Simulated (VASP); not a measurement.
# RbBr (Fm-3m) in VASP: a series of runs

The runs below take RbBr through relaxation of cell and atoms, with LDA.

Program: VASP 6.6.1. These are calculated values, not measurements. Logs are shortened: lines on timing, memory, paths and dates and some standing lists are left out, and cuts for length are marked.

## (1) The cell of the first run

The structure is cubic, space group Fm-3m (No. 225). Conventional cell: a = 6.922 Å, b = 6.922 Å, c = 6.922 Å, α = 90.00°, β = 90.00°, γ = 90.00°. Rb (site symmetry m-3m) has 6 Br at 3.46 Å within 4.5 Å. Within 4.5 Å of Br (site symmetry m-3m) lie 6 Rb at 3.46 Å.

## (2) Relaxation of cell and atoms, LDA (41.46 Å³/atom)

POSCAR

```
RbBr
1.0
    0.0000000000      3.4609328999      3.4609328999
    3.4609328999      0.0000000000      3.4609328999
    3.4609328999      3.4609328999      0.0000000000
Rb Br
1 1
Direct
    0.0000000000      0.0000000000      0.0000000000
    0.5000000000      0.5000000000      0.5000000000
```

INCAR.step1

```
SYSTEM = RbBr
  ALGO = Normal
  EDIFF = 1E-6
  EDIFFG = -0.005
  EFERMI = MIDGAP
  ENCUT = 330
  GGA = CA
  GGA_COMPAT = .False.
  IBRION = 2
  ISIF = 3
  ISMEAR = 0
  LASPH = .True.
  LCHARG = .False.
  LREAL = .False.
  LWAVE = .False.
  NELM = 120
  NELMIN = 4
  NSW = 80
  POTIM = 0.5
  PREC = Accurate
  SIGMA = 0.03
```

INCAR.step3

```
SYSTEM = RbBr
  ALGO = Normal
  EDIFF = 1E-6
  EFERMI = MIDGAP
  ENCUT = 330
  GGA = CA
  GGA_COMPAT = .False.
  ISIF = 2
  ISMEAR = 0
  LASPH = .True.
  LCHARG = .False.
  LREAL = .False.
  LWAVE = .False.
  NELM = 120
  PREC = Accurate
  SIGMA = 0.03
```

KPOINTS

```
Automatic mesh
0
Gamma
  5 5 5
  0 0 0
```

Potentials or basis: VASP PAW LDA potentials, release 64 (Rb_sv, Br).

Launch:

```sh
$ cat potpaw_LDA.64/Rb_sv/POTCAR potpaw_LDA.64/Br/POTCAR > POTCAR
$ cp INCAR.step1 INCAR
$ cp POSCAR.step1 POSCAR
$ mpirun -np 1 vasp_std > vasp.out
$ cp CONTCAR POSCAR
$ mpirun -np 1 vasp_std > vasp.out
$ cp CONTCAR POSCAR
$ cp INCAR.step3 INCAR
$ mpirun -np 1 vasp_std > vasp.out
```

OUTCAR:

```text
SYSTEM = RbBr
   EDIFF = 1E-6
   EFERMI = MIDGAP
   ENCUT = 330
   GGA = CA
   ISIF = 2
   ISMEAR = 0
   LASPH = .True.
   LREAL = .False.
   NELM = 120
   PREC = Accurate

 Found     10 irreducible k-points:

 Following reciprocal coordinates:
            Coordinates               Weight
  0.000000  0.000000  0.000000      1.000000
  0.200000  0.000000  0.000000      8.000000
  0.400000  0.000000  0.000000      8.000000
  0.200000  0.200000  0.000000      6.000000
  0.400000  0.200000  0.000000     24.000000
 -0.400000  0.200000  0.000000     24.000000
   k-points           NKPTS =     10   k-points in BZ     NKDIM =     10   number of bands    NBANDS=     12
   number of dos      NEDOS =    301   number of ions     NIONS =      2
   total plane-waves  NPLWV =  21952
   dimension x,y,z NGX =    28 NGY =   28 NGZ =   28
   dimension x,y,z NGXF=    56 NGYF=   56 NGZF=   56
   ions per type =               1   1
   NGX,Y,Z   is equivalent  to a cutoff of   9.87,  9.87,  9.87 a.u.
   NGXF,Y,Z  is equivalent  to a cutoff of  19.74, 19.74, 19.74 a.u.
 SYSTEM =  RbBr
   PREC   = accura    normal or accurate (medium, high low for compatibility)
   ISTART =      0    job   : 0-new  1-cont  2-samecut
   ICHARG =      2    charge: 1-file 2-atom 10-const
   ISPIN  =      1    spin polarized calculation?
   LNONCOLLINEAR =      F non collinear calculations
   LSORBIT =      F    spin-orbit coupling
   LASPH  =      T    aspherical Exc in radial PAW
   ENCUT  =  330.0 eV  24.25 Ry    4.92 a.u.   6.99  6.99  6.99*2*pi/ulx,y,z
   NELM   =    120;   NELMIN=  2; NELMDL=  0     # of ELM steps
   EDIFF  = 0.1E-05   stopping-criterion for ELM
   LREAL  =      F    real-space projection
   EDIFFG = 0.1E-04   stopping-criterion for IOM
   NSW    =      0    number of steps for IOM
   IBRION =     -1    ionic relax: 0-MD 1-quasi-New 2-CG
   NFREE  =      0    steps in history (QN), initial steepest desc. (CG)
   ISIF   =      2    stress and relaxation
   ISYM   =      2    0-nonsym 1-usesym 2-fastsym
   POTIM  = 0.5000    time-step for ionic-motion
   TEBEG  =    0.0;   TEEND  =   0.0 temperature during run

   SCALEE = 1.0000    scale energy and forces
   PSTRESS=    0.0 pullay stress
   NELECT =      16.0000    total number of electrons
   NUPDOWN=      -1.0000    fix difference up-down
   EMIN   =  10.00;   EMAX   =-10.00  energy-range for DOS
   EFERMI =   0.00;   METHOD = MIDGAP
   ISMEAR =     0;   SIGMA  =   0.03  broadening in eV -4-tet -1-fermi 0-gaus
   EFERMI_NEDOS =   21; number of points for ismear=-14 and -15
   IALGO  =     38    algorithm
   IMIX   =      4    mixing-type and parameters
     AMIX     =   0.40;   BMIX     =  1.00
     AMIX_MAG =   1.60;   BMIX_MAG =  1.00
  volume/ion in A,a.u.               =      37.10       250.39
  Fermi-wavevector in a.u.,A,eV,Ry     =   0.981672  1.855091 13.111655  0.963679
  Thomas-Fermi vector in A             =   2.112696
   LORBIT       =      0    0 simple, 1 ext, 2 COOP (PROOUT), +10 PAW based schemes
   GGA     = CA    functional components
   LHFCALC =     F    Hartree Fock is set to
   AEXX    =    0.0000 exact exchange contribution
   IVDW    =     0    specifies the selected vdW correction
   LEPSILON=     F    determine dielectric tensor
   LRPA    =     F    only Hartree local field effects (RPA)

   CSHIFT  =0.1000    complex shift for real part using Kramers Kronig

   OMEGAMAX=  -1.0    maximum frequency
 non-spin polarized calculation
 Gauss-broadening in eV      SIGMA  =   0.03
  energy-cutoff  :      330.00
  volume of cell :       74.21
 maximum number of plane-waves:      1031
   NGX = 13   NGY = 13   NGZ = 13

 number of electron      16.0000003 magnetization

 Free energy of the ion-electron system (eV)
  ---------------------------------------------------
  ext. energy  EPLUGINS =         0.00000000
  ---------------------------------------------------
  free energy    TOTEN  =        -6.71906748 eV

  energy without entropy =       -6.71906748  energy(sigma->0) =       -6.71906748

 E-fermi :   0.4656     XC(G=0):  -8.0634

 val. band max:       -1.6167930364   @ k =   0.0000   0.0000   0.0000
 cond. band min:       2.5478997831   @ k =   0.0000   0.0000   0.0000
 fundamental gap:      4.1646928195
 Fermi energy:         0.4655533734

 k-point     1 :       0.0000    0.0000    0.0000
  band No.  band energies     occupation
      1     -25.7361      2.00000
      2     -13.9165      2.00000
      3      -9.8872      2.00000
      4      -9.8872      2.00000
      5      -9.8872      2.00000
      6      -1.6168      2.00000
      7      -1.6168      2.00000
      8      -1.6168      2.00000
      9       2.5479      0.00000
     10       5.4145      0.00000
     11       5.4145      0.00000
     12       5.4145      0.00000

 k-point     2 :       0.2000    0.0000    0.0000
  band No.  band energies     occupation
      1     -25.7306      2.00000
      2     -13.9398      2.00000
      3      -9.8905      2.00000
      4      -9.8905      2.00000
      5      -9.8629      2.00000
      6      -2.1280      2.00000
      7      -1.7870      2.00000
      8      -1.7869      2.00000
      9       3.5341      0.00000
     10       5.2619      0.00000
     11       5.9286      0.00000
     12       5.9286      0.00000

 k-point     3 :       0.4000    0.0000    0.0000
  band No.  band energies     occupation
      1     -25.7218      2.00000
      2     -13.9768      2.00000
      3      -9.8957      2.00000
      4      -9.8957      2.00000
      5      -9.8238      2.00000
      6      -2.7406      2.00000
      7      -2.0364      2.00000
      8      -2.0364      2.00000
      9       4.8658      0.00000
     10       5.8389      0.00000
     11       7.3043      0.00000
     12       7.3043      0.00000

 k-point     4 :       0.2000    0.2000    0.0000
  band No.  band energies     occupation
      1     -25.7289      2.00000
      2     -13.9295      2.00000
      3      -9.9237      2.00000
      4      -9.9237      2.00000
      5      -9.8560      2.00000
      6      -2.2651      2.00000
      7      -1.7001      2.00000
      8      -1.7001      2.00000
      9       3.6203      0.00000
     10       4.5356      0.00000
     11       6.4979      0.00000
     12       6.4979      0.00000

 k-point     5 :       0.4000    0.2000    0.0000
  band No.  band energies     occupation
      1     -25.7214      2.00000
      2     -13.9327      2.00000
      3      -9.9471      2.00000
      4      -9.9387      2.00000
      5      -9.9021      2.00000
      6      -2.4726      2.00000
      7      -1.9554      2.00000
      8      -1.8694      2.00000
      9       4.4731      0.00000
     10       4.9933      0.00000
     11       7.5117      0.00000
     12       7.6161      0.00000

 k-point     6 :      -0.4000    0.2000    0.0000
  band No.  band energies     occupation
      1     -25.7185      2.00000
      2     -13.9446      2.00000
      3     -10.0006      2.00000
      4      -9.9150      2.00000
      5      -9.8642      2.00000
      6      -2.5961      2.00000
      7      -2.0456      2.00000
      8      -2.0277      2.00000
      9       5.1486      0.00000
     10       5.7956      0.00000
     11       7.2064      0.00000
     12       7.6548      0.00000

 [... further k-points ...]

------------------------ aborting loop because EDIFF is reached ----------------------------------------

  FORCE on cell =-STRESS in cart. coord.  units (eV):
  Direction    XX          YY          ZZ          XY          YZ          ZX
  --------------------------------------------------------------------------------------
  -------------------------------------------------------------------------------------
  Total        0.0075194      0.0075194      0.0075194      0.0000000      0.0000000      0.0000000
  in kB        0.1623478      0.1623478      0.1623478      0.0000000      0.0000000      0.0000000
  external PRESSURE =       0.1623478 kB  Pullay stress =       0.0000000 kB

 VOLUME and BASIS-vectors are now :
 -----------------------------------------------------------------------------
  energy-cutoff  :      330.00
  volume of cell :       74.21
      direct lattice vectors                 reciprocal lattice vectors
     0.000000000  3.335327812  3.335327812    -0.149910302  0.149910302  0.149910302
     3.335327812  0.000000000  3.335327812     0.149910302 -0.149910302  0.149910302
     3.335327812  3.335327812  0.000000000     0.149910302  0.149910302 -0.149910302

 POSITION                                       TOTAL-FORCE (eV/Angst)
 -----------------------------------------------------------------------------------
      0.00000      0.00000      0.00000         0.000000     -0.000000      0.000000
      3.33533      3.33533      3.33533        -0.000000      0.000000     -0.000000
 -----------------------------------------------------------------------------------
    total drift:                                0.000000      0.000000      0.000000

  FREE ENERGIE OF THE ION-ELECTRON SYSTEM (eV)
  ---------------------------------------------------
  free  energy   TOTEN  =        -6.7190674827 eV

  energy  without entropy=       -6.7190674827  energy(sigma->0) =       -6.71906748
```

Run time: 24 s. Hardware: 1 thread of Intel Xeon Platinum 8259CL at 2.50GHz (Skylake/Cascade Lake), shared host; peak memory 0.15 GiB.

What came out:

| Item | Value |
| --- | --- |
| Free energy | -6.7191 eV |
| Relaxed volume | 37.10 Å³/atom |
| Relaxed cell | a = 4.717 Å, b = 4.717 Å, c = 4.717 Å, α = 60.00°, β = 60.00°, γ = 60.00° |
| Space group after relaxing (to 0.1 Å) | Fm-3m (No. 225) |
| Energy gained by relaxing | 22.4 meV/atom |
| Ionic steps | 5 |
| Pressure after relaxing | 0.0 GPa |
| Band gap on the k mesh | 4.16 eV |

The path:
```csv
step,energy change (eV),largest force (eV/Å),pressure (GPa),volume (Å³)
1,0.0000,0.0000,-1.53,82.91
2,-0.0353,0.0000,-0.85,78.24
3,-0.0462,0.0000,-0.07,74.50
4,-0.0462,0.0000,0.01,74.21
5,-0.0447,0.0000,0.02,74.21
```

Final structure:
```yaml
crystal:
  lattice:
    - [0.00000, 3.33533, 3.33533]
    - [3.33533, 0.00000, 3.33533]
    - [3.33533, 3.33533, 0.00000]
  atoms:
    - { symbol: Rb, position: [0.00000, 0.00000, 0.00000] }
    - { symbol: Br, position: [0.50000, 0.50000, 0.50000] }
```

Levels at points of the mesh, in eV from the valence-band top:
```
           k point  band 6  band 7  band 8  band 9  band 10  band 11
(0.00, 0.00, 0.00)    0.00    0.00    0.00    4.16     7.03     7.03
```

LDA usually gives volumes a few per cent too small. Zero-point motion and thermal expansion aren't in these numbers.

## (3) Relaxation of cell and atoms, LDA (41.46 Å³/atom)

POSCAR is that of step 2.

Changes to INCAR.step1 since step 2:

```diff
@@ -2,6 +2,6 @@
   ALGO = Normal
-  EDIFF = 1E-6
-  EDIFFG = -0.005
+  EDIFF = 1E-7
+  EDIFFG = -0.002
   EFERMI = MIDGAP
-  ENCUT = 330
+  ENCUT = 650
   GGA = CA
```

INCAR.step4

```
SYSTEM = RbBr
  ALGO = Normal
  EDIFF = 1E-7
  EFERMI = MIDGAP
  ENCUT = 650
  GGA = CA
  GGA_COMPAT = .False.
  ISIF = 2
  ISMEAR = 0
  LASPH = .True.
  LCHARG = .False.
  LREAL = .False.
  LWAVE = .False.
  NELM = 120
  PREC = Accurate
  SIGMA = 0.03
```

KPOINTS

```
Automatic mesh
0
Gamma
  7 7 7
  0 0 0
```

Potentials or basis: VASP PAW LDA potentials, release 64 (Rb_sv, Br).

Launch:

```sh
$ cat potpaw_LDA.64/Rb_sv/POTCAR potpaw_LDA.64/Br/POTCAR > POTCAR
$ cp INCAR.step1 INCAR
$ cp POSCAR.step1 POSCAR
$ mpirun -np 1 vasp_std > vasp.out
$ cp CONTCAR POSCAR
$ mpirun -np 1 vasp_std > vasp.out
$ cp CONTCAR POSCAR
$ mpirun -np 1 vasp_std > vasp.out
$ cp CONTCAR POSCAR
$ cp INCAR.step4 INCAR
$ mpirun -np 1 vasp_std > vasp.out
```

Run time: 2.2 min. Hardware: 1 thread of Intel Xeon Platinum 8259CL at 2.50GHz (Skylake/Cascade Lake), shared host; peak memory 0.23 GiB.

It converged, with:

| Property | Result |
| --- | --- |
| Free energy | -6.7189 eV |
| Relaxed volume | 37.16 Å³/atom |
| Relaxed cell | a = 4.719 Å, b = 4.719 Å, c = 4.719 Å, α = 60.00°, β = 60.00°, γ = 60.00° |
| Space group after relaxing (to 0.1 Å) | Fm-3m (No. 225) |
| Energy gained by relaxing | 22.5 meV/atom |
| Ionic steps | 6 |
| Pressure after relaxing | 0.0 GPa |
| Band gap on the k mesh | 4.16 eV |

Step by step:
```
step  energy change (eV)  largest force (eV/Å)  pressure (GPa)  volume (Å³)
   1              0.0000                0.0000           -1.51        82.91
   2             -0.0344                0.0000           -0.83        78.30
   3             -0.0451                0.0000           -0.08        74.70
   4             -0.0452                0.0000            0.01        74.32
   5             -0.0449                0.0000            0.01        74.32
   6             -0.0449                0.0000            0.01        74.32
```

Final structure:
```xyz
2
Lattice="0.0000 3.3371 3.3371 3.3371 0.0000 3.3371 3.3371 3.3371 0.0000" Properties=species:S:1:pos:R:3 pbc="T T T"
Rb    0.0000    0.0000    0.0000
Br    3.3371    3.3371    3.3371
```

Levels at points of the mesh, in eV from the valence-band top:
```tsv
k point	band 4	band 5	band 6	band 7	band 8	band 9	band 10	band 11	band 12
(0.00, 0.00, 0.00)	-8.27	-8.27	0.00	0.00	0.00	4.16	7.03	7.03	7.03
```

LDA usually gives volumes a few per cent too small. Zero-point motion and thermal expansion aren't in these numbers.
